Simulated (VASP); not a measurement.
Here is a VASP 6.6.1 calculation.

INCAR

```
PREC = Accurate ; ENCUT = 520
EDIFF = 1E-8 ; ISMEAR = -1
SIGMA = 0.05 ; LREAL = False
LASPH = True ; NELM = 100
ALGO = Normal ; ISIF = 2
LWAVE = False ; LCHARG = False
GGA = PE ; LEFG = True
NBANDS = 14
```

KPOINTS

```
Automatic mesh
0
Gamma
  12 12 12
```

POSCAR

```
HfC
1.0
    0.0000000000      2.3250000000      2.3250000000
    2.3250000000      0.0000000000      2.3250000000
    2.3250000000      2.3250000000      0.0000000000
Hf C
1 1
Direct
    0.5000000000      0.5000000000      0.5000000000
    0.0000000000      0.0000000000      0.0000000000
```

Potentials or basis: VASP PAW PBE potentials, release 64 (Hf_pv, C).

Command:

```bash
$ cat potpaw_PBE.64/Hf_pv/POTCAR potpaw_PBE.64/C/POTCAR > POTCAR
$ mpirun -np 1 vasp_std > vasp.out
```

Q: Estimate the band gap on the k mesh.

A: Zero (band 7 reaches 6.95 eV, above the bottom of band 8 at 5.53 eV).

Q: Predict the pressure.

A: -0.4 GPa.

Caveat: without QUAD_EFG the Cq values of the log hold for a quadrupole moment of 1 mb, not for the nuclei; spin-orbit coupling is left out, which moves the levels of the heavy elements.
